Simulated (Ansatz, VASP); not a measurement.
Two plane-wave programs on Hf

```
CELL_PARAMETERS angstrom
-1.65385 1.65385 2.15000
1.65385 -1.65385 2.15000
1.65385 1.65385 -2.15000
ATOMIC_POSITIONS crystal
Hf 0.00000 0.00000 0.00000
```

Alike in both runs: task single point; functional PBEsol; k mesh 20 × 20 × 20; occupations gaussian, width 0.15 eV; no spin polarisation.

```csv
,VASP,Ansatz
version,VASP 6.6.1,Ansatz 0.2.0
potentials or method,"VASP PAW PBE potentials, release 64 (Hf_pv), cutoff 520 eV","scalar-relativistic, plane waves, PAW"
valence electrons in the cell,10,26
```

```csv
,VASP,Ansatz,Ansatz less VASP
gap on the k mesh at the Fermi level (eV),none,none,-
pressure (GPa),-8.5,-8.1,+0.38
"traceless stress, the component that is largest in VASP (GPa)",2.48,2.46,-0.020
```

VASP's potentials were made for PBE, not for PBEsol. A gap of «none» marks a metal or a gap that the smearing closes. VASP's potentials hold 10 valence electrons a cell and Ansatz's 26, so a difference there can come from the potentials and not from the codes.

Spin-orbit coupling is off throughout.
